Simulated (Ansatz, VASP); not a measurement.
# One calculation of ZnO, two programs

File INCAR:

```
SYSTEM = ZnO
ALGO = Normal
DIPOL = 0.5 0.5 0.459
EDIFF = 1E-6
ENCUT = 520
GGA = PE
IDIPOL = 3
ISIF = 2
ISMEAR = 0
IVDW = 12
LASPH = .TRUE.
LCHARG = .TRUE.
LDIPOL = .TRUE.
LELF = .TRUE.
LREAL = Auto
LVACPOTAV = .TRUE.
LVHAR = .TRUE.
LWAVE = .FALSE.
NBANDS = 126
NELM = 100
PREC = Accurate
SIGMA = 0.05
```

The input KPOINTS:

```
k-points
0
G
  3 3 1
  0 0 0
```

Contents of POSCAR:

```
ZnO
1.0
    6.5094894533      0.0000000000      0.0000000000
    0.0000000000      5.2564237859      0.0000000000
    0.0000000000      0.0000000000     24.5769471043
Zn O
12 12
Direct
    0.5000000000      0.9983827817      0.3255082889
    0.0000000000      0.9983827817      0.3255082889
    0.7500000000      0.4983827817      0.3637377675
    0.2500000000      0.4983827817      0.3637377675
    0.7500000000      0.9983827817      0.4401967246
    0.2500000000      0.9983827817      0.4401967246
   -0.0019298189      0.4983033194      0.4769408072
    0.5020396322      0.4982860088      0.4769376457
   -0.0002256506      0.9994434768      0.5562578951
    0.4969344407      1.0000049436      0.5566927017
    0.2504015960      0.4668055430      0.5776536639
    0.7490812594      0.4814492450      0.5936846464
    0.5000000000      0.6195172183      0.3255082889
    0.0000000000      0.6195172183      0.3255082889
    0.7500000000      0.1195172183      0.3637377675
    0.2500000000      0.1195172183      0.3637377675
    0.7500000000      0.6195172183      0.4401967246
    0.2500000000      0.6195172183      0.4401967246
   -0.0006272663      0.1190351538      0.4776698630
    0.5003955785      0.1189379763      0.4778491124
   -0.0043000809      0.6190079809      0.5547641166
    0.5043793510      0.6197518324      0.5547858218
    0.2479008889      0.1169435307      0.5920219477
    0.7489982400      0.1151520028      0.5946633129
```

Input for Ansatz:

```yaml
crystal:
  lattice:
    - [6.5094894533, 0.0, 0.0]
    - [0.0, 5.2564237859, 0.0]
    - [0.0, 0.0, 24.5769471043]
  atoms:
    - { symbol: Zn, position: [0.5, 0.9983827817, 0.3255082889] }
    - { symbol: Zn, position: [0.0, 0.9983827817, 0.3255082889] }
    - { symbol: O, position: [0.5, 0.6195172183, 0.3255082889] }
    - { symbol: O, position: [0.0, 0.6195172183, 0.3255082889] }
    - { symbol: Zn, position: [0.75, 0.4983827817, 0.3637377675] }
    - { symbol: Zn, position: [0.25, 0.4983827817, 0.3637377675] }
    - { symbol: O, position: [0.75, 0.1195172183, 0.3637377675] }
    - { symbol: O, position: [0.25, 0.1195172183, 0.3637377675] }
    - { symbol: Zn, position: [0.75, 0.9983827817, 0.4401967246] }
    - { symbol: Zn, position: [0.25, 0.9983827817, 0.4401967246] }
    - { symbol: O, position: [0.75, 0.6195172183, 0.4401967246] }
    - { symbol: O, position: [0.25, 0.6195172183, 0.4401967246] }
    - { symbol: Zn, position: [-0.0019298189, 0.4983033194, 0.4769408072] }
    - { symbol: Zn, position: [0.5020396322, 0.4982860088, 0.4769376457] }
    - { symbol: O, position: [-0.0006272663, 0.1190351538, 0.477669863] }
    - { symbol: O, position: [0.5003955785, 0.1189379763, 0.4778491124] }
    - { symbol: Zn, position: [-0.0002256506, 0.9994434768, 0.5562578951] }
    - { symbol: Zn, position: [0.4969344407, 1.0000049436, 0.5566927017] }
    - { symbol: O, position: [-0.0043000809, 0.6190079809, 0.5547641166] }
    - { symbol: O, position: [0.504379351, 0.6197518324, 0.5547858218] }
    - { symbol: Zn, position: [0.250401596, 0.466805543, 0.5776536639] }
    - { symbol: Zn, position: [0.7490812594, 0.481449245, 0.5936846464] }
    - { symbol: O, position: [0.2479008889, 0.1169435307, 0.5920219477] }
    - { symbol: O, position: [0.74899824, 0.1151520028, 0.5946633129] }
basis:
  ecutwfc: 420
kpoints:
  mp_grid: { grid: [3, 3, 1] }
hamiltonian:
  xc: pbe
  dispersion: d3bj
scf:
  occupations: { method: gaussian, width: 0.05 }
output:
  forces: true
  eigenvalues: true
  write_density: true
  volumetric_format: npy
efield:
  axis: 3
  dipole_correction: true
  ramp_width: 0.04
```

Alike in both runs: task single point; functional PBE; dispersion D3(BJ); k mesh 3 × 3 × 1; occupations gaussian, width 0.05 eV; no spin polarisation.

|  | VASP | Ansatz |
| --- | --- | --- |
| version | VASP 6.6.1 | Ansatz 0.2.0 |
| potentials or method | VASP PAW PBE potentials, release 64 (Zn, O), cutoff 520 eV | scalar-relativistic, plane waves, PAW |
| valence electrons in the cell | 216 | 216 |

```csv
,VASP,Ansatz,Ansatz less VASP
gap on the k mesh at the Fermi level (eV),0.61,0.64,+0.024
least direct gap on the mesh (eV),0.61,0.64,+0.024
rms of the force components (eV/Å),0.448,0.458,+0.0099
```
